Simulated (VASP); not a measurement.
C: single point with PBE

C:

```
C
1.0
     0.00000    1.78584    1.78584
     1.78584    0.00000    1.78584
     1.78584    1.78584    0.00000
C
2
Direct
  0.50000 0.50000 0.50000
  0.75000 0.75000 0.75000
```

| Property | Result |
| --- | --- |
| Program | VASP 6.6.1 |
| Task | single point |
| Functional | PBE |
| Potentials or basis | VASP PAW PBE potentials, release 64 (C) |
| Cutoff | 520 eV |
| k mesh | 12 × 12 × 12 |
| Occupations | gaussian, width 0.05 eV |
| Spin | no spin polarisation |
| Dipole correction | no |
| Further INCAR settings | ALGO = Normal; EDIFF = 1e-06; NBANDS = 11 |

```yaml
Pressure: 0.6 GPa
Band_gap_on_the_k_mesh: 4.14 eV, indirect (least direct gap 5.58 eV)
```

Levels at points of the mesh, in eV from the valence-band top:
```
           k point  band 1  band 2  band 3  band 4  band 5  band 6  band 7  band 8  band 9
(0.00, 0.00, 0.00)  -21.42    0.00    0.00    0.00    5.58    5.58    5.58   13.24   19.24
(0.50, 0.00, 0.00)  -15.67  -13.33   -2.79   -2.79    8.44    8.44    8.79   15.66   21.84
(0.50, 0.50, 0.00)  -12.73  -12.73   -6.27   -6.27    4.75    4.75   16.75   16.75   23.16
```

It took 7.1 s on 1 thread of Intel(R) Xeon(R) Platinum 8559C (Emerald Rapids), with other jobs on the host, peak memory 0.11 GiB.

A k mesh can miss the band edges.
